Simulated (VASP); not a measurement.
Here is a VASP 6.6.1 calculation.

File INCAR:

```
PREC = Accurate
ENCUT = 520
EDIFF = 1E-7
ISMEAR = 0
SIGMA = 0.1
LREAL = F
LASPH = T
NELM = 60
ALGO = Normal
ISIF = 2
LWAVE = F
LCHARG = T
GGA = PE
LELF = T
LVHAR = T
NBANDS = 31
```

The input KPOINTS:

```
Automatic mesh
0
Gamma
  4 4 4
```

POSCAR

```
MgTlF
1.0
    4.1311930800      0.0000000000      0.0000000000
    0.0000000000      4.1311930800      0.0000000000
    0.0000000000      0.0000000000      5.8423892900
Mg Tl F
2 2 2
Direct
    0.5000000000      0.5000000000      0.5000000000
    0.0000000000      0.0000000000      0.5000000000
    0.0000000000      0.0000000000      0.0000000000
    0.5000000000      0.5000000000      0.0000000000
    0.5000000000      0.0000000000      0.7500000000
    0.0000000000      0.5000000000      0.2500000000
```

Potentials or basis: VASP PAW PBE potentials, release 64 (Mg, Tl_d, F).

Launch:

```sh
$ cat potpaw_PBE.64/Mg/POTCAR potpaw_PBE.64/Tl_d/POTCAR potpaw_PBE.64/F/POTCAR > POTCAR
$ mpirun -np 1 vasp_std > vasp.out
```

Task: What does it give for the largest force?

Result: 2.247 eV/Å.

Task: Predict the pressure.

Result: 22.6 GPa.

Task: What does it give for the band gap on the k mesh?

Result: Zero (band 22 reaches 8.16 eV, above the bottom of band 23 at 6.53 eV).

Forces on the atoms (eV/Å):
```
Mg   0.000  0.000  0.000
Mg   0.000  0.000  0.000
Tl   0.000  0.000  0.000
Tl   0.000  0.000  0.000
F    0.000  0.000 -2.247
F    0.000  0.000  2.247
```

Caveat: the k points lie up to 0.38 Å⁻¹ apart; spin-orbit coupling is left out, which moves the levels of the heavy elements; forces of over 1 eV/Å act on the atoms, so gaps and moduli don't describe the material at rest.
